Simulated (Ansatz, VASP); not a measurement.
## Two plane-wave programs on P

```xyz
2
Lattice="1.7257 0.9963 3.1297 -1.7257 0.9963 3.1297 0.0000 -1.9927 3.1297" Properties=species:S:1:pos:R:3 pbc="T T T"
P     0.0000    0.0000    7.2570
P     0.0000    0.0000    2.1321
```

Alike in both runs: functional r2SCAN; k mesh 9 × 9 × 9; no spin polarisation.

|  | VASP | Ansatz |
| --- | --- | --- |
| version | VASP 6.6.1 | Ansatz 0.2.0 |
| potentials or method | VASP PAW PBE potentials, release 64 (P) | Ansatz PAW |
| plane-wave cutoff (eV) | 520 | 500 |
| occupations | tetrahedron | tetrahedron-uncorrected |
| valence electrons in the cell | 10 | 10 |
| task | single point | electron localisation function |

VASP gave:

* gap on the k mesh at the Fermi level (eV): none
* pressure (GPa): 0.4
* traceless stress, the component that is largest in VASP (GPa): -0.72
* rms of the force components (eV/Å): 0.031

Question: What did Ansatz give for the same quantities?

Answer: gap on the k mesh at the Fermi level (eV): none; pressure (GPa): 1.0; traceless stress, the component that is largest in VASP (GPa): -0.84; rms of the force components (eV/Å): 0.014.

VASP's potentials were made for PBE, not for r2SCAN. Atom by atom the forces differ by 0.046 eV/Å (rms over components). A gap of «none» marks a metal or a gap that the smearing closes.
